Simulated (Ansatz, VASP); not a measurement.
# Hg in VASP and in Ansatz

File INCAR:

```
SYSTEM = Hg
PREC = Accurate
ENCUT = 520
EDIFF = 1E-6
ISMEAR = -1
SIGMA = 0.03
LREAL = .False.
LASPH = .True.
NELM = 60
ALGO = Normal
ISIF = 2
LWAVE = .False.
LCHARG = .False.
NBANDS = 12
```

File KPOINTS:

```
Automatic mesh
0
Gamma
  12 12 12
  0 0 0
```

Contents of POSCAR:

```
Hg
1.0
    1.7066192046      0.9853170572      2.2038071096
   -1.7066192046      0.9853170572      2.2038071096
    0.0000000000     -1.9706341143      2.2038071096
Hg
1
Direct
    0.0000000000      0.0000000000      0.0000000000
```

Input for Ansatz:

```yaml
crystal:
  lattice:
    - [1.7066192046, 0.9853170572, 2.2038071096]
    - [-1.7066192046, 0.9853170572, 2.2038071096]
    - [0.0, -1.9706341143, 2.2038071096]
  atoms:
    - { symbol: Hg, position: [0.0, 0.0, 0.0] }
kpoints:
  mp_grid: { grid: [12, 12, 12] }
  band_path:
    path:
      - [0.0, 0.0, 0.0]
      - [0.5, 0.5, 0.5]
      - [0.7000691066, 0.2999308934, 0.5]
      - [0.5, -0.2999308934, 0.2999308934]
      - [0.5, 0.0, 0.0]
      - [0.0, 0.0, 0.0]
      - [0.3999654467, -0.3999654467, 0.0]
      - [0.6000345533, 0.0, 0.3999654467]
      - [0.5, 0.0, 0.5]
    npoints: 5
scf:
  occupations: { method: fermi_dirac, width: 0.03 }
hamiltonian:
  xc: lda
  pseudopotentials: { kind: all_electron, lapw: { basis_error: 0.0005 } }
output:
  forces: true
  stress: true
  eigenvalues: true
```

Change from the starting cell: volume scaled by 0.96.

Alike in both runs: task single point; functional LDA; k mesh 12 × 12 × 12; occupations fermi-dirac, width 0.03 eV; no spin polarisation.

```csv
,VASP,Ansatz
version,VASP 6.6.1,Ansatz 0.2.0
potentials or method,"VASP PAW LDA potentials, release 64 (Hg), cutoff 520 eV","all-electron LAPW, scalar-relativistic"
```

Ansatz gave:

```
pressure (GPa)                                                : 0.4
traceless stress, the component that is largest in VASP (GPa) : -0.17
```

What did VASP give for the same quantities?

Pressure (GPa): 1.1; traceless stress, the component that is largest in VASP (GPa): 0.19.

LDA's correlation is that of Perdew and Zunger in VASP and of Perdew and Wang (1992) in Ansatz. Ansatz ran all-electron here, and VASP with PAW potentials.

Neither program's run includes spin-orbit coupling.
